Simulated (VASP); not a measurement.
Input of a VASP 6.6.1 run:

Contents of INCAR:

```
PREC = Accurate
ENCUT = 520
EDIFF = 1E-6
ISMEAR = 0
SIGMA = 0.1
LREAL = F
LASPH = T
NELM = 150
ALGO = Fast
ISIF = 2
LWAVE = F
LCHARG = F
ISPIN = 2
MAGMOM = 0 0 0 1
LORBIT = 11
GGA = PE
NBANDS = 34
```

File KPOINTS:

```
regular mesh
0
Gamma
  4 4 6
```

Contents of POSCAR:

```
Zn3F
1.0
    4.0790085100      0.0000000000      0.0000000000
    0.0000000000      4.0790085100      0.0000000000
    0.0000000000      0.0000000000      3.6630135400
Zn F
3 1
Direct
    0.0000000000      0.0000000000      0.5000000000
    0.0000000000      0.5000000000      0.5000000000
    0.5000000000      0.0000000000      0.5000000000
    0.5000000000      0.5000000000      0.0000000000
```

Potentials or basis: VASP PAW PBE potentials, release 64 (Zn, F).

Command:

```sh
$ cat potpaw_PBE.64/Zn/POTCAR potpaw_PBE.64/F/POTCAR > POTCAR
$ mpirun -np 1 vasp_std > vasp.out
```

(1) Predict the pressure.

(2) Estimate the net moment.

Results:

(1) 34.2 GPa.

(2) 0.00 μB per cell.

Caveat: the k points lie up to 0.39 Å⁻¹ apart.
